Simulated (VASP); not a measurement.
# KBr (Pm-3m) in VASP: notebook

The runs below take KBr through single point, with LDA.

All numbers are computed with VASP 6.6.1; they aren't measurements. Logs are shortened: lines on timing, memory, paths and dates and some standing lists are left out, and cuts for length are marked.

## Step 1: The cell of the first run

Symmetry: Pm-3m, No. 221, cubic system. The conventional cell has a = 3.961 Å, b = 3.961 Å, c = 3.961 Å, α = 90.00°, β = 90.00°, γ = 90.00°. K (site symmetry m-3m) has 8 Br at 3.43 Å and 6 K at 3.96 Å within 4.5 Å. Br (site symmetry m-3m) has 8 K at 3.43 Å and 6 Br at 3.96 Å within 4.5 Å.

## Step 2: Single point, LDA

Input file INCAR:

```
PREC = Accurate
ENCUT = 500
EDIFF = 1E-6
ISMEAR = 0
SIGMA = 0.01
LREAL = F
LASPH = T
NELM = 120
ALGO = Normal
ISIF = 2
LWAVE = F
LCHARG = T
GGA = CA
LELF = T
LVHAR = T
NBANDS = 15
GGA_COMPAT = F
```

Input file KPOINTS:

```
regular mesh
0
Gamma
  4 4 4
```

Input file POSCAR:

```
KBr
1.0
    3.9609554510      0.0000000000      0.0000000000
    0.0000000000      3.9609554510      0.0000000000
    0.0000000000      0.0000000000      3.9609554510
K Br
1 1
Direct
    0.0000000000      0.0000000000      0.0000000000
    0.5000000000      0.5000000000      0.5000000000
```

Potentials or basis: VASP PAW LDA potentials, release 64 (K_sv, Br).

Run with:

```sh
$ cat potpaw_LDA.64/K_sv/POTCAR potpaw_LDA.64/Br/POTCAR > POTCAR
$ mpirun -np 1 vasp_std > vasp.out
```

OUTCAR:

```text
PREC = Accurate
   ENCUT = 500
   EDIFF = 1E-6
   ISMEAR = 0
   LREAL = F
   LASPH = T
   NELM = 120
   ISIF = 2
   GGA = CA

 ion  position               nearest neighbor table
   1  0.000  0.000  0.000-
   2  0.500  0.500  0.500-

  LATTYP: Found a simple cubic cell.
 ALAT       =     3.9609554510

  Lattice vectors:

 A1 = (   3.9609554510,   0.0000000000,   0.0000000000)
 A2 = (   0.0000000000,   3.9609554510,   0.0000000000)
 A3 = (   0.0000000000,   0.0000000000,   3.9609554510)

Analysis of symmetry for initial positions (statically):
=====================================================================
 Subroutine PRICEL returns:
 Original cell was already a primitive cell.

 Routine SETGRP: Setting up the symmetry group for a
 simple cubic supercell.

 Subroutine GETGRP returns: Found 48 space group operations
 (whereof 48 operations were pure point group operations)
 out of a pool of 48 trial point group operations.

The static configuration has the point symmetry O_h .

Analysis of symmetry for dynamics (positions and initial velocities):
=====================================================================
 Subroutine PRICEL returns:
 Original cell was already a primitive cell.

 Routine SETGRP: Setting up the symmetry group for a
 simple cubic supercell.

 Subroutine GETGRP returns: Found 48 space group operations
 (whereof 48 operations were pure point group operations)
 out of a pool of 48 trial point group operations.

The dynamic configuration has the point symmetry O_h .

 Subroutine INISYM returns: Found 48 space group operations
 (whereof 48 operations are pure point group operations),
 and found     1 'primitive' translations

----------------------------------------------------------------------------------------

                                     Primitive cell

  volume of cell :      62.1441

  direct lattice vectors                    reciprocal lattice vectors
     3.960955451  0.000000000  0.000000000     0.252464339  0.000000000  0.000000000
     0.000000000  3.960955451  0.000000000     0.000000000  0.252464339  0.000000000
     0.000000000  0.000000000  3.960955451     0.000000000  0.000000000  0.252464339

  length of vectors
     3.960955451  3.960955451  3.960955451     0.252464339  0.252464339  0.252464339

  position of ions in fractional coordinates (direct lattice)
     0.000000000  0.000000000  0.000000000
     0.500000000  0.500000000  0.500000000

  ion indices of the primitive-cell ions
   primitive index   ion index
                 1           1
                 2           2

----------------------------------------------------------------------------------------

 KPOINTS: regular mesh

Automatic generation of k-mesh.
 Grid dimensions read from file:
 generate k-points for:    4    4    4

 Generating k-lattice:

  Cartesian coordinates                     Fractional coordinates (reciprocal lattice)
     0.063116085  0.000000000  0.000000000     0.250000000  0.000000000  0.000000000
     0.000000000  0.063116085  0.000000000     0.000000000  0.250000000  0.000000000
     0.000000000  0.000000000  0.063116085     0.000000000  0.000000000  0.250000000

  Length of vectors
     0.063116085  0.063116085  0.063116085

  Shift w.r.t. Gamma in fractional coordinates (k-lattice)
     0.000000000  0.000000000  0.000000000

 Subroutine IBZKPT returns following result:
 ===========================================

 Found     10 irreducible k-points:

 Following reciprocal coordinates:
            Coordinates               Weight
  0.000000  0.000000  0.000000      1.000000
  0.250000  0.000000  0.000000      6.000000
  0.500000  0.000000  0.000000      3.000000
  0.250000  0.250000  0.000000     12.000000
  0.500000  0.250000  0.000000     12.000000
  0.500000  0.500000  0.000000      3.000000
  0.250000  0.250000  0.250000      8.000000
  0.500000  0.250000  0.250000     12.000000
  0.500000  0.500000  0.250000      6.000000
  0.500000  0.500000  0.500000      1.000000
   k-points           NKPTS =     10   k-points in BZ     NKDIM =     10   number of bands    NBANDS=     15
   number of dos      NEDOS =    301   number of ions     NIONS =      2
   total plane-waves  NPLWV =  27000
   dimension x,y,z NGX =    30 NGY =   30 NGZ =   30
   dimension x,y,z NGXF=    60 NGYF=   60 NGZF=   60
   ions per type =               1   1
   NGX,Y,Z   is equivalent  to a cutoff of  12.59, 12.59, 12.59 a.u.
   NGXF,Y,Z  is equivalent  to a cutoff of  25.18, 25.18, 25.18 a.u.
 SYSTEM =  unknown system
   PREC   = accura    normal or accurate (medium, high low for compatibility)
   ISTART =      0    job   : 0-new  1-cont  2-samecut
   ICHARG =      2    charge: 1-file 2-atom 10-const
   ISPIN  =      1    spin polarized calculation?
   LNONCOLLINEAR =      F non collinear calculations
   LSORBIT =      F    spin-orbit coupling
   LASPH  =      T    aspherical Exc in radial PAW
   ENCUT  =  500.0 eV  36.75 Ry    6.06 a.u.   7.22  7.22  7.22*2*pi/ulx,y,z
   NELM   =    120;   NELMIN=  2; NELMDL= -5     # of ELM steps
   EDIFF  = 0.1E-05   stopping-criterion for ELM
   LREAL  =      F    real-space projection
   EDIFFG = 0.1E-04   stopping-criterion for IOM
   NSW    =      0    number of steps for IOM
   IBRION =     -1    ionic relax: 0-MD 1-quasi-New 2-CG
   NFREE  =      0    steps in history (QN), initial steepest desc. (CG)
   ISIF   =      2    stress and relaxation
   ISYM   =      2    0-nonsym 1-usesym 2-fastsym
   POTIM  = 0.5000    time-step for ionic-motion
   TEBEG  =    0.0;   TEEND  =   0.0 temperature during run
   PSTRESS=    0.0 pullay stress
   NELECT =      16.0000    total number of electrons
   NUPDOWN=      -1.0000    fix difference up-down
   EMIN   =  10.00;   EMAX   =-10.00  energy-range for DOS
   EFERMI =   0.00;   METHOD = LEGACY
   ISMEAR =     0;   SIGMA  =   0.01  broadening in eV -4-tet -1-fermi 0-gaus
   EFERMI_NEDOS =   21; number of points for ismear=-14 and -15
   IALGO  =     38    algorithm
   IMIX   =      4    mixing-type and parameters
     AMIX     =   0.40;   BMIX     =  1.00
     AMIX_MAG =   1.60;   BMIX_MAG =  1.00
  volume/ion in A,a.u.               =      31.07       209.68
  Fermi-wavevector in a.u.,A,eV,Ry     =   1.041473  1.968099 14.757790  1.084667
  Thomas-Fermi vector in A             =   2.176096
   LORBIT       =      0    0 simple, 1 ext, 2 COOP (PROOUT), +10 PAW based schemes
   GGA     = CA    functional components
   LHFCALC =     F    Hartree Fock is set to
   AEXX    =    0.0000 exact exchange contribution
   IVDW    =     0    specifies the selected vdW correction
   LEPSILON=     F    determine dielectric tensor
   LRPA    =     F    only Hartree local field effects (RPA)
 non-spin polarized calculation
 Gauss-broadening in eV      SIGMA  =   0.01
  energy-cutoff  :      500.00
  volume of cell :       62.14
 maximum number of plane-waves:      1596
 NGX is ok and might be reduce to    30
   NGX = 15   NGY = 15   NGZ = 15

 number of electron      15.9999997 magnetization

 Free energy of the ion-electron system (eV)
  ---------------------------------------------------
  ext. energy  EPLUGINS =         0.00000000
  ---------------------------------------------------
  free energy    TOTEN  =        -6.73407431 eV

  energy without entropy =       -6.73407431  energy(sigma->0) =       -6.73407431

 E-fermi :  -0.5503     XC(G=0):  -8.5756

 val. band max:       -0.5977172065   @ k =   0.5000   0.5000   0.0000
 cond. band min:       3.0680050603   @ k =   0.0000   0.0000   0.0000
 fundamental gap:      3.6657222668
 Fermi energy:        -0.5502799233

 k-point     1 :       0.0000    0.0000    0.0000
  band No.  band energies     occupation
      1     -28.8032      2.00000
      2     -13.5378      2.00000
      3     -12.4563      2.00000
      4     -12.4563      2.00000
      5     -12.4563      2.00000
      6      -0.8878      2.00000
      7      -0.8878      2.00000
      8      -0.8878      2.00000
      9       3.0680      0.00000
     10       4.8902      0.00000
     11       4.8902      0.00000
     12       9.0310      0.00000
     13       9.0310      0.00000
     14       9.0310      0.00000
     15      11.8339      0.00000

 k-point     2 :       0.2500    0.0000    0.0000
  band No.  band energies     occupation
      1     -28.7959      2.00000
      2     -13.6121      2.00000
      3     -12.4430      2.00000
      4     -12.4430      2.00000
      5     -12.3734      2.00000
      6      -2.0221      2.00000
      7      -0.8815      2.00000
      8      -0.8815      2.00000
      9       4.3343      0.00000
     10       5.3797      0.00000
     11       6.1616      0.00000
     12       8.9001      0.00000
     13       8.9001      0.00000
     14       9.2860      0.00000
     15       9.9006      0.00000

 k-point     3 :       0.5000    0.0000    0.0000
  band No.  band energies     occupation
      1     -28.7885      2.00000
      2     -13.6874      2.00000
      3     -12.4296      2.00000
      4     -12.4296      2.00000
      5     -12.2824      2.00000
      6      -2.8188      2.00000
      7      -0.8765      2.00000
      8      -0.8765      2.00000
      9       5.7838      0.00000
     10       6.2836      0.00000
     11       7.0881      0.00000
     12       8.1156      0.00000
     13       9.0562      0.00000
     14       9.0562      0.00000
     15       9.6012      0.00000
[... 91 lines left out ...]
 k-point     9 :       0.5000    0.5000    0.2500
  band No.  band energies     occupation
      1     -28.7685      2.00000
      2     -13.1731      2.00000
      3     -12.6218      2.00000
      4     -12.6218      2.00000
      5     -12.5054      2.00000
      6      -2.1868      2.00000
      7      -2.1868      2.00000
      8      -1.5251      2.00000
      9       5.2319      0.00000
     10       6.9006      0.00000
     11       6.9006      0.00000
     12       7.3489      0.00000
     13       9.2948      0.00000
     14       9.2948      0.00000
     15      10.6155      0.00000

 k-point    10 :       0.5000    0.5000    0.5000
  band No.  band energies     occupation
      1     -28.7620      2.00000
      2     -13.0966      2.00000
      3     -12.5984      2.00000
      4     -12.5984      2.00000
      5     -12.5984      2.00000
      6      -2.2304      2.00000
      7      -2.2304      2.00000
      8      -2.2304      2.00000
      9       6.6380      0.00000
     10       6.6380      0.00000
     11       6.6380      0.00000
     12       8.8504      0.00000
     13       8.8504      0.00000
     14       8.8504      0.00000
     15      10.6912      0.00000

------------------------ aborting loop because EDIFF is reached ----------------------------------------

  FORCE on cell =-STRESS in cart. coord.  units (eV):
  Direction    XX          YY          ZZ          XY          YZ          ZX
  --------------------------------------------------------------------------------------
  -------------------------------------------------------------------------------------
  Total       -0.7060917     -0.7060917     -0.7060917      0.0000000      0.0000000     -0.0000000
  in kB      -18.2042088    -18.2042088    -18.2042088      0.0000000      0.0000000     -0.0000000
  external PRESSURE =     -18.2042088 kB  Pullay stress =       0.0000000 kB

 VOLUME and BASIS-vectors are now :
 -----------------------------------------------------------------------------
  energy-cutoff  :      500.00
  volume of cell :       62.14
      direct lattice vectors                 reciprocal lattice vectors
     3.960955451  0.000000000  0.000000000     0.252464339  0.000000000  0.000000000
     0.000000000  3.960955451  0.000000000     0.000000000  0.252464339  0.000000000
     0.000000000  0.000000000  3.960955451     0.000000000  0.000000000  0.252464339

 POSITION                                       TOTAL-FORCE (eV/Angst)
 -----------------------------------------------------------------------------------
      0.00000      0.00000      0.00000         0.000000      0.000000      0.000000
      1.98048      1.98048      1.98048         0.000000      0.000000      0.000000
 -----------------------------------------------------------------------------------
    total drift:                                0.000000     -0.000000     -0.000000

  FREE ENERGIE OF THE ION-ELECTRON SYSTEM (eV)
  ---------------------------------------------------
  free  energy   TOTEN  =        -6.7340743078 eV

  energy  without entropy=       -6.7340743078  energy(sigma->0) =       -6.73407431
```

It took 5.3 s on 1 thread of AMD EPYC 9R45 (Zen 5), shared host; peak memory 0.11 GiB.

Results:

```yaml
Free_energy: -6.7341 eV
Pressure: -1.8 GPa
Band_gap_on_the_k_mesh: 3.67 eV (least direct gap 3.96 eV)
```

## Step 3: Single point, LDA

This run uses another cell than the first one, of 32.06 Å³/atom.

Input file INCAR:

```
SYSTEM = KBr
ALGO = Normal
EDIFF = 1E-6
ENCUT = 500
GGA_COMPAT = .False.
ISIF = 2
ISMEAR = 0
LASPH = .True.
LCHARG = .False.
LREAL = .False.
LWAVE = .False.
NBANDS = 15
NELM = 120
PREC = Accurate
SIGMA = 0.01
```

Input file KPOINTS:

```
k-points
0
Gamma
  4 4 4
  0 0 0
```

Input file POSCAR:

```
KBr
1.0
    4.0026527831      0.0000000000      0.0000000000
    0.0000000000      4.0026527831      0.0000000000
    0.0000000000      0.0000000000      4.0026527831
K Br
1 1
Direct
    0.0000000000      0.0000000000      0.0000000000
    0.5000000000      0.5000000000      0.5000000000
```

Potentials or basis: VASP PAW LDA potentials, release 64 (K_sv, Br).

Run with:

```sh
$ cat potpaw_LDA.64/K_sv/POTCAR potpaw_LDA.64/Br/POTCAR > POTCAR
$ mpirun -np 1 vasp_std > vasp.out
```

Wall time 4.4 s (1 thread of AMD EPYC 9R45 (Zen 5), shared host); peak memory 0.11 GiB.

Results (log left out):

- Free energy: -6.7092 eV
- Pressure: -2.3 GPa
- Band gap on the k mesh: 3.57 eV (least direct gap 3.85 eV)

Levels at points of the mesh, in eV from the valence-band top:
```tsv
k point	band 5	band 6	band 7	band 8	band 9	band 10	band 11	band 12
(0.00, 0.00, 0.00)	-11.90	-0.28	-0.28	-0.28	3.57	5.53	5.53	9.57
(0.50, 0.00, 0.00)	-11.73	-2.12	-0.26	-0.26	6.26	6.89	7.51	8.71
(0.50, 0.50, 0.00)	-11.86	-1.48	-1.48	0.00	4.90	6.25	7.86	7.86
(0.50, 0.50, 0.50)	-12.03	-1.55	-1.55	-1.55	7.17	7.17	7.17	9.32
```

A k mesh can miss the band edges.
